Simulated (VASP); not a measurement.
# GaP (zincblende type) (F-43m) in VASP: further runs

The runs below take GaP (zincblende type) through relaxation of cell and atoms, with PBE.

Everything below comes from runs of VASP 6.6.1. Logs are shortened: lines on timing, memory, paths and dates and some standing lists are left out, and cuts for length are marked.

## 1. The cell of the first run

It takes space group F-43m (No. 216, cubic). Conventional cell: a = 5.309 Å, b = 5.309 Å, c = 5.309 Å, α = 90.00°, β = 90.00°, γ = 90.00°. Within 3.0 Å of Ga (site symmetry -43m) lie 4 P at 2.30 Å. P (site symmetry -43m) has 4 Ga at 2.30 Å within 3.0 Å.

## 2. Relaxation of cell and atoms, PBE, target pressure 7.5 GPa, at which the enthalpy is minimised

INCAR reads:

```
SYSTEM = GaP
  ALGO = Normal
  EDIFF = 1E-7
  EDIFFG = -0.005
  ENCUT = 500
  GGA = PE
  GGA_COMPAT = .FALSE.
  IBRION = 2
  ISIF = 3
  ISMEAR = -1
  LASPH = .TRUE.
  LCHARG = .FALSE.
  LREAL = .FALSE.
  LWAVE = .FALSE.
  NELM = 120
  NELMIN = 4
  NSW = 60
  PREC = Accurate
  PSTRESS = 75.0
  SIGMA = 0.1
```

KPOINTS reads:

```
k-points
0
G
  13 13 13
  0 0 0
```

POSCAR reads:

```
GaP
1.0
    0.0000000000      2.6545588389      2.6545588389
    2.6545588389      0.0000000000      2.6545588389
    2.6545588389      2.6545588389      0.0000000000
Ga P
1 1
Direct
    0.0000000000      0.0000000000      0.0000000000
    0.2500000000      0.2500000000      0.2500000000
```

Potentials or basis: VASP PAW PBE potentials, release 64 (Ga_d, P).

Started as:

```sh
$ cat potpaw_PBE.64/Ga_d/POTCAR potpaw_PBE.64/P/POTCAR > POTCAR
$ mpirun -np 1 vasp_std > vasp.out
```

OUTCAR:

```text
SYSTEM = GaP
   EDIFF = 1E-7
   EDIFFG = -0.005
   ENCUT = 500
   GGA = PE
   IBRION = 2
   ISIF = 3
   ISMEAR = -1
   LASPH = .TRUE.
   LREAL = .FALSE.
   NELM = 120
   NELMIN = 4
   NSW = 60
   PREC = Accurate
   PSTRESS = 75.0

 ion  position               nearest neighbor table
   1  0.000  0.000  0.000-   2 2.30   2 2.30   2 2.30   2 2.30
   2  0.250  0.250  0.250-   1 2.30   1 2.30   1 2.30   1 2.30

  LATTYP: Found a face centered cubic cell.
 ALAT       =     5.3091176778

  Lattice vectors:

 A1 = (   0.0000000000,   2.6545588389,   2.6545588389)
 A2 = (   2.6545588389,   0.0000000000,   2.6545588389)
 A3 = (   2.6545588389,   2.6545588389,   0.0000000000)

Analysis of symmetry for initial positions (statically):
=====================================================================
 Subroutine PRICEL returns:
 Original cell was already a primitive cell.

 Routine SETGRP: Setting up the symmetry group for a
 face centered cubic supercell.

 Subroutine GETGRP returns: Found 24 space group operations
 (whereof 24 operations were pure point group operations)
 out of a pool of 48 trial point group operations.

The static configuration has the point symmetry T_d .

Analysis of symmetry for dynamics (positions and initial velocities):
=====================================================================
 Subroutine PRICEL returns:
 Original cell was already a primitive cell.

 Routine SETGRP: Setting up the symmetry group for a
 face centered cubic supercell.

 Subroutine GETGRP returns: Found 24 space group operations
 (whereof 24 operations were pure point group operations)
 out of a pool of 48 trial point group operations.

The dynamic configuration has the point symmetry T_d .

 Subroutine INISYM returns: Found 24 space group operations
 (whereof 24 operations are pure point group operations),
 and found     1 'primitive' translations

----------------------------------------------------------------------------------------

                                     Primitive cell

  volume of cell :      37.4117

  direct lattice vectors                    reciprocal lattice vectors
     0.000000000  2.654558839  2.654558839    -0.188355215  0.188355215  0.188355215
     2.654558839  0.000000000  2.654558839     0.188355215 -0.188355215  0.188355215
     2.654558839  2.654558839  0.000000000     0.188355215  0.188355215 -0.188355215

  length of vectors
     3.754113112  3.754113112  3.754113112     0.326240802  0.326240802  0.326240802

  position of ions in fractional coordinates (direct lattice)
     0.000000000  0.000000000  0.000000000
     0.250000000  0.250000000  0.250000000

  ion indices of the primitive-cell ions
   primitive index   ion index
                 1           1
                 2           2

----------------------------------------------------------------------------------------

 KPOINTS: k-points

Automatic generation of k-mesh.
 Grid dimensions read from file:
 generate k-points for:   13   13   13

 Generating k-lattice:

  Cartesian coordinates                     Fractional coordinates (reciprocal lattice)
    -0.014488863  0.014488863  0.014488863     0.076923077  0.000000000  0.000000000
     0.014488863 -0.014488863  0.014488863     0.000000000  0.076923077  0.000000000
     0.014488863  0.014488863 -0.014488863     0.000000000  0.000000000  0.076923077

  Length of vectors
     0.025095446  0.025095446  0.025095446

  Shift w.r.t. Gamma in fractional coordinates (k-lattice)
     0.000000000  0.000000000  0.000000000

 Subroutine IBZKPT returns following result:
 ===========================================

 Found     84 irreducible k-points:

 Following reciprocal coordinates:
            Coordinates               Weight
  0.000000  0.000000  0.000000      1.000000
  0.076923  0.000000  0.000000      8.000000
  0.153846  0.000000  0.000000      8.000000
  0.230769  0.000000  0.000000      8.000000
  0.307692  0.000000  0.000000      8.000000
  0.384615  0.000000  0.000000      8.000000
[... 16 lines left out ...]
  0.384615  0.153846  0.000000     24.000000
  0.461538  0.153846  0.000000     24.000000
 [... further k-points ...]
   k-points           NKPTS =     84   k-points in BZ     NKDIM =     84   number of bands    NBANDS=     13
   number of dos      NEDOS =    301   number of ions     NIONS =      2
   total plane-waves  NPLWV =  21952
   dimension x,y,z NGX =    28 NGY =   28 NGZ =   28
   dimension x,y,z NGXF=    56 NGYF=   56 NGZF=   56
   ions per type =               1   1
   NGX,Y,Z   is equivalent  to a cutoff of  12.40, 12.40, 12.40 a.u.
   NGXF,Y,Z  is equivalent  to a cutoff of  24.80, 24.80, 24.80 a.u.
 SYSTEM =  GaP
   PREC   = accura    normal or accurate (medium, high low for compatibility)
   ISTART =      0    job   : 0-new  1-cont  2-samecut
   ICHARG =      2    charge: 1-file 2-atom 10-const
   ISPIN  =      1    spin polarized calculation?
   LNONCOLLINEAR =      F non collinear calculations
   LSORBIT =      F    spin-orbit coupling
   LASPH  =      T    aspherical Exc in radial PAW
   ENCUT  =  500.0 eV  36.75 Ry    6.06 a.u.   6.84  6.84  6.84*2*pi/ulx,y,z
   NELM   =    120;   NELMIN=  4; NELMDL= -5     # of ELM steps
   EDIFF  = 0.1E-06   stopping-criterion for ELM
   LREAL  =      F    real-space projection
   EDIFFG = -.5E-02   stopping-criterion for IOM
   NSW    =     60    number of steps for IOM
   IBRION =      2    ionic relax: 0-MD 1-quasi-New 2-CG
   NFREE  =      1    steps in history (QN), initial steepest desc. (CG)
   ISIF   =      3    stress and relaxation
   ISYM   =      2    0-nonsym 1-usesym 2-fastsym
   POTIM  = 0.5000    time-step for ionic-motion
   TEBEG  =    0.0;   TEEND  =   0.0 temperature during run
   PSTRESS=   75.0 pullay stress
   NELECT =      18.0000    total number of electrons
   NUPDOWN=      -1.0000    fix difference up-down
   EMIN   =  10.00;   EMAX   =-10.00  energy-range for DOS
   EFERMI =   0.00;   METHOD = LEGACY
   ISMEAR =    -1;   SIGMA  =   0.10  broadening in eV -4-tet -1-fermi 0-gaus
   EFERMI_NEDOS =   21; number of points for ismear=-14 and -15
   IALGO  =     38    algorithm
   IMIX   =      4    mixing-type and parameters
     AMIX     =   0.40;   BMIX     =  1.00
     AMIX_MAG =   1.60;   BMIX_MAG =  1.00
  volume/ion in A,a.u.               =      18.71       126.23
  Fermi-wavevector in a.u.,A,eV,Ry     =   1.282813  2.424165 22.389868  1.645609
  Thomas-Fermi vector in A             =   2.415102
   LORBIT       =      0    0 simple, 1 ext, 2 COOP (PROOUT), +10 PAW based schemes
   GGA     = PE    functional components
   LHFCALC =     F    Hartree Fock is set to
   AEXX    =    0.0000 exact exchange contribution
   IVDW    =     0    specifies the selected vdW correction
   LEPSILON=     F    determine dielectric tensor
   LRPA    =     F    only Hartree local field effects (RPA)
 conjugate gradient relaxation of ions
 non-spin polarized calculation
  energy-cutoff  :      500.00
  volume of cell :       37.41
 maximum number of plane-waves:       962
   NGX = 13   NGY = 13   NGZ = 13

--------------------------------------- Ionic step        1  -------------------------------------------

 number of electron      17.9999986 magnetization

 Free energy of the ion-electron system (eV)
  ---------------------------------------------------
  ext. energy  EPLUGINS =         0.00000000
  ---------------------------------------------------
  free energy    TOTEN  =        -8.99774713 eV

  energy without entropy =       -8.99772683  energy(sigma->0) =       -8.99773698

------------------------ aborting loop because EDIFF is reached ----------------------------------------

  FORCE on cell =-STRESS in cart. coord.  units (eV):
  Direction    XX          YY          ZZ          XY          YZ          ZX
  --------------------------------------------------------------------------------------
  -------------------------------------------------------------------------------------
  Total        2.4806660      2.4806660      2.4806660      0.0000000      0.0000000      0.0000000
  in kB      106.2360232    106.2360232    106.2360232      0.0000000      0.0000000      0.0000000
  external PRESSURE =      31.2360232 kB  Pullay stress =      75.0000000 kB
[... 23 lines left out ...]
  enthalpy is  TOTEN    =        -7.2464584362 eV   P V=        1.7512886971

--------------------------------------- Ionic step        2  -------------------------------------------

 number of electron      18.0000003 magnetization

 E-fermi :   5.6938     XC(G=0):  -9.9549

 val. band max:        4.9258870912   @ k =   0.0000   0.0000   0.0000
 cond. band min:       6.4900902935   @ k =   0.4615   0.4615   0.0000
 fundamental gap:      1.5642032023
 Fermi energy:         5.6937865836

 k-point     1 :       0.0000    0.0000    0.0000
  band No.  band energies     occupation
      1      -9.6713      2.00000
      2      -9.6713      2.00000
      3      -9.6713      2.00000
      4      -9.5631      2.00000
      5      -9.5631      2.00000
      6      -7.7685      2.00000
      7       4.9259      1.99908
      8       4.9259      1.99908
      9       4.9259      1.99908
     10       6.9742      0.00001
     11       8.8080      0.00000
     12       8.8080      0.00000
     13       8.8080      0.00000
[... 403 lines left out ...]
  enthalpy is  TOTEN    =        -7.2481614727 eV   P V=        1.8453586208

--------------------------------------- Ionic step        3  -------------------------------------------

 number of electron      17.9999986 magnetization

 Free energy of the ion-electron system (eV)
  ---------------------------------------------------
  ext. energy  EPLUGINS =         0.00000000
  ---------------------------------------------------
  free energy    TOTEN  =        -9.05590480 eV

  energy without entropy =       -9.05588818  energy(sigma->0) =       -9.05589649

 E-fermi :   5.9387     XC(G=0): -10.0706

 val. band max:        5.1933391236   @ k =   0.0000   0.0000   0.0000
 cond. band min:       6.7058670808   @ k =   0.4615   0.4615   0.0000
 fundamental gap:      1.5125279572
 Fermi energy:         5.9386607884

 k-point     1 :       0.0000    0.0000    0.0000
  band No.  band energies     occupation
      1      -9.4540      2.00000
      2      -9.4540      2.00000
      3      -9.4540      2.00000
      4      -9.3374      2.00000
      5      -9.3374      2.00000
      6      -7.6990      2.00000
      7       5.1933      1.99884
      8       5.1933      1.99884
      9       5.1933      1.99884
     10       7.4535      0.00000
     11       9.0652      0.00000
     12       9.0652      0.00000
     13       9.0652      0.00000
[... 397 lines left out ...]
  FREE ENERGIE OF THE ION-ELECTRON SYSTEM (eV)
  ---------------------------------------------------
  free  energy   TOTEN  =        -9.0559047954 eV

  energy  without entropy=       -9.0558881753  energy(sigma->0) =       -9.05589649

  enthalpy is  TOTEN    =        -7.2562523368 eV   P V=        1.7996524586

 reached required accuracy - stopping structural energy minimisation
```

Wall time 92 s (1 thread of Intel Xeon Platinum 8259CL at 2.50GHz (Skylake/Cascade Lake), shared host); peak memory 0.19 GiB.

What came out:

```
Free energy                                            : -9.0559 eV
Relaxed volume                                         : 19.22 Å³/atom
Relaxed cell                                           : a = 3.788 Å, b = 3.788 Å, c = 3.788 Å, α = 60.00°, β = 60.00°, γ = 60.00°
Space group after relaxing (to 0.05 Å)                 : F-43m (No. 216)
Energy change on relaxing (the enthalpy is what falls) : -29.1 meV/atom
Ionic steps                                            : 3
Pressure after relaxing                                : 7.5 GPa
Band gap on the k mesh                                 : 1.51 eV, indirect (least direct gap 2.26 eV)
```

The path:
| step | energy change (eV) | largest force (eV/Å) | pressure (GPa) | volume (Å³) |
| --- | --- | --- | --- | --- |
| 1 | 0.0000 | 0.0000 | 10.62 | 37.41 |
| 2 | -0.0958 | 0.0000 | 4.91 | 39.42 |
| 3 | -0.0582 | 0.0000 | 7.49 | 38.44 |

Final structure:
```
Ga P
1.0
     0.00000    2.67877    2.67877
     2.67877    0.00000    2.67877
     2.67877    2.67877    0.00000
Ga P
1 1
Direct
  0.00000 0.00000 0.00000
  0.25000 0.25000 0.25000
```

Levels at points of the mesh, in eV from the valence-band top:
```csv
k point,band 7,band 8,band 9,band 10,band 11,band 12
"(0.00, 0.00, 0.00)",0.00,0.00,0.00,2.26,3.87,3.87
```

Caveat: the cell is relaxed towards a set pressure, so the enthalpy falls and the energy may rise.

## 3. Relaxation of cell and atoms, PBE, target pressure 7.5 GPa, at which the enthalpy is minimised

This run uses another cell than the first one, of 19.24 Å³/atom, 1.028 times its volume.

INCAR reads:

```
SYSTEM = GaP
ALGO = Normal ; EDIFF = 1E-7
EDIFFG = -0.005 ; ENCUT = 500
GGA = PE ; GGA_COMPAT = .False.
IBRION = 2 ; ISIF = 3
ISMEAR = -1 ; LASPH = .True.
LCHARG = .False. ; LREAL = .False.
LWAVE = .False. ; NELM = 120
NELMIN = 4 ; NSW = 32
PREC = Accurate ; PSTRESS = 75.0
SIGMA = 0.1
```

KPOINTS reads:

```
k-points
0
Gamma
  13 13 13
  0 0 0
```

POSCAR reads:

```
GaP
1.0
    0.0000000000      2.6794170262      2.6794170262
    2.6794170262      0.0000000000      2.6794170262
    2.6794170262      2.6794170262      0.0000000000
Ga P
1 1
Direct
    0.0000000000      0.0000000000      0.0000000000
    0.2500000000      0.2500000000      0.2500000000
```

Potentials or basis: VASP PAW PBE potentials, release 64 (Ga_d, P).

Started as:

```sh
$ cat potpaw_PBE.64/Ga_d/POTCAR potpaw_PBE.64/P/POTCAR > POTCAR
$ mpirun -np 1 vasp_std > vasp.out
```

OUTCAR:

```text
SYSTEM = GaP
   EDIFF = 1E-7
   EDIFFG = -0.005
   ENCUT = 500
   GGA = PE
   IBRION = 2
   ISIF = 3
   ISMEAR = -1
   LASPH = .True.
   LREAL = .False.
   NELM = 120
   NELMIN = 4
   NSW = 32
   PREC = Accurate
   PSTRESS = 75.0

 ion  position               nearest neighbor table
   1  0.000  0.000  0.000-   2 2.32   2 2.32   2 2.32   2 2.32
   2  0.250  0.250  0.250-   1 2.32   1 2.32   1 2.32   1 2.32

  LATTYP: Found a face centered cubic cell.
 ALAT       =     5.3588340524

  Lattice vectors:

 A1 = (   0.0000000000,   2.6794170262,   2.6794170262)
 A2 = (   2.6794170262,   0.0000000000,   2.6794170262)
 A3 = (   2.6794170262,   2.6794170262,   0.0000000000)

Analysis of symmetry for initial positions (statically):
=====================================================================
[... 267 lines left out ...]
      1      -9.4539      2.00000
      2      -9.4539      2.00000
      3      -9.4539      2.00000
      4      -9.3373      2.00000
      5      -9.3373      2.00000
      6      -7.6990      2.00000
      7       5.1934      1.99884
      8       5.1934      1.99884
      9       5.1934      1.99884
     10       7.4536      0.00000
     11       9.0653      0.00000
     12       9.0653      0.00000
     13       9.0653      0.00000
[... 354 lines left out ...]
  band No.  band energies     occupation
      1      -9.5542      2.00000
      2      -9.4204      2.00000
      3      -9.4137      2.00000
      4      -9.3433      2.00000
      5      -9.3252      2.00000
      6      -5.5276      2.00000
      7      -1.1136      2.00000
      8       2.7655      2.00000
      9       3.4838      2.00000
     10       8.0100      0.00000
     11       9.8460      0.00000
     12      11.0637      0.00000
     13      12.3081      0.00000

 [... further k-points ...]

------------------------ aborting loop because EDIFF is reached ----------------------------------------

  FORCE on cell =-STRESS in cart. coord.  units (eV):
  Direction    XX          YY          ZZ          XY          YZ          ZX
  --------------------------------------------------------------------------------------
  -------------------------------------------------------------------------------------
  Total        1.8006170      1.8006170      1.8006170      0.0000000      0.0000000      0.0000000
  in kB       75.0407677     75.0407677     75.0407677      0.0000000      0.0000000      0.0000000
  external PRESSURE =       0.0407677 kB  Pullay stress =      75.0000000 kB
[... 21 lines left out ...]
  energy  without entropy=       -9.0560983730  energy(sigma->0) =       -9.05610669

  enthalpy is  TOTEN    =        -7.2564762701 eV   P V=        1.7996387271

 reached required accuracy - stopping structural energy minimisation
```

OSZICAR:

```text
N       E                     dE             d eps       ncg     rms          rms(c)
DAV:   1     0.786974029138E+02    0.78697E+02   -0.92066E+03  2240   0.197E+03
DAV:   2    -0.314281393708E+01   -0.81840E+02   -0.78834E+02  2369   0.326E+02
DAV:   3    -0.922224796497E+01   -0.60794E+01   -0.59431E+01  2714   0.745E+01
[... 22 lines left out ...]
DAV:   2    -0.905612384759E+01    0.29370E-04   -0.52796E-05  2789   0.193E-01    0.166E-02
DAV:   3    -0.905611618574E+01    0.76618E-05   -0.86010E-06  2919   0.679E-02    0.392E-03
DAV:   4    -0.905611527585E+01    0.90990E-06   -0.88460E-07  2552   0.149E-02    0.158E-03
DAV:   5    -0.905611502854E+01    0.24730E-06   -0.51459E-08  1122   0.364E-03    0.461E-04
DAV:   6    -0.905611499714E+01    0.31401E-07   -0.12777E-08  1092   0.172E-03
   3 F= -.72564763E+01 E0= -.72564680E+01  d E =-.664207E-05
```

CONTCAR:

```text
GaP
   1.00000000000000
    -0.0000000000000000    2.6787666569162307    2.6787666569162307
     2.6787666569162307    0.0000000000000000    2.6787666569162307
     2.6787666569162307    2.6787666569162307    0.0000000000000000
  Ga              P
     1     1
Direct
     0.0000000000000000    0.0000000000000000    0.0000000000000000
     0.2500000000000000    0.2500000000000000    0.2500000000000000

  0.00000000E+00  0.00000000E+00  0.00000000E+00
  0.00000000E+00  0.00000000E+00  0.00000000E+00
```

Wall time 72 s (1 thread of Intel Xeon Platinum 8259CL at 2.50GHz (Skylake/Cascade Lake), shared host); peak memory 0.18 GiB.

Results:

- Free energy: -9.0561 eV
- Relaxed volume: 19.22 Å³/atom
- Relaxed cell: a = 3.788 Å, b = 3.788 Å, c = 3.788 Å, α = 60.00°, β = 60.00°, γ = 60.00°
- Space group after relaxing (to 0.05 Å): F-43m (No. 216)
- Energy change on relaxing (the enthalpy is what falls): +0.7 meV/atom
- Ionic steps: 3
- Pressure after relaxing: 7.5 GPa
- Band gap on the k mesh: 1.51 eV, indirect (least direct gap 2.26 eV)

Step by step:
| step | energy change (eV) | largest force (eV/Å) | pressure (GPa) | volume (Å³) |
| --- | --- | --- | --- | --- |
| 1 | 0.0000 | 0.0000 | 7.43 | 38.47 |
| 2 | 0.0022 | 0.0000 | 7.57 | 38.43 |
| 3 | 0.0013 | 0.0000 | 7.50 | 38.44 |

Final structure:
```cif
data_structure
_symmetry_space_group_name_H-M 'P 1'
_symmetry_Int_Tables_number 1
_cell_length_a 3.7883
_cell_length_b 3.7883
_cell_length_c 3.7883
_cell_angle_alpha 60.000
_cell_angle_beta 60.000
_cell_angle_gamma 60.000
_cell_volume 38.44
loop_
_atom_site_label
_atom_site_type_symbol
_atom_site_fract_x
_atom_site_fract_y
_atom_site_fract_z
_atom_site_occupancy
Ga1 Ga 0.00000 0.00000 0.00000 1
P1 P 0.25000 0.25000 0.25000 1
```

Caveat: the cell is relaxed towards a set pressure, so the enthalpy falls and the energy may rise.
